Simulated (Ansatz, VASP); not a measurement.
# PtS2: VASP beside Ansatz

```
CELL_PARAMETERS angstrom
3.54320 0.00000 0.00000
-1.77160 3.06850 0.00000
0.00000 0.00000 10.07760
ATOMIC_POSITIONS crystal
Pt 0.00000 0.00000 0.00000
Pt 0.00000 0.00000 0.50000
S 0.33333 0.66667 0.12500
S 0.66667 0.33333 0.37500
S 0.33333 0.66667 0.62500
S 0.66667 0.33333 0.87500
```

Alike in both runs: task single point; functional PBEsol; k mesh 7 × 7 × 3; occupations gaussian, width 0.05 eV; no spin polarisation.

```csv
,VASP,Ansatz
version,VASP 6.6.1,Ansatz 0.2.0
potentials or method,"VASP PAW PBE potentials, release 64 (Pt, S), cutoff 520 eV","scalar-relativistic, plane waves, PAW"
valence electrons in the cell,44,60
```

```tsv
	VASP	Ansatz	Ansatz less VASP
gap on the k mesh at the Fermi level (eV)	0.38	0.37	-0.004
least direct gap on the mesh (eV)	0.84	0.83	-0.006
pressure (GPa)	-3.1	-2.8	+0.28
rms of the force components (eV/Å)	0.279	0.267	-0.0119
```

VASP's potentials were made for PBE, not for PBEsol. VASP's potentials hold 44 valence electrons a cell and Ansatz's 60, so a difference there can come from the potentials and not from the codes.

Neither program's run includes spin-orbit coupling.
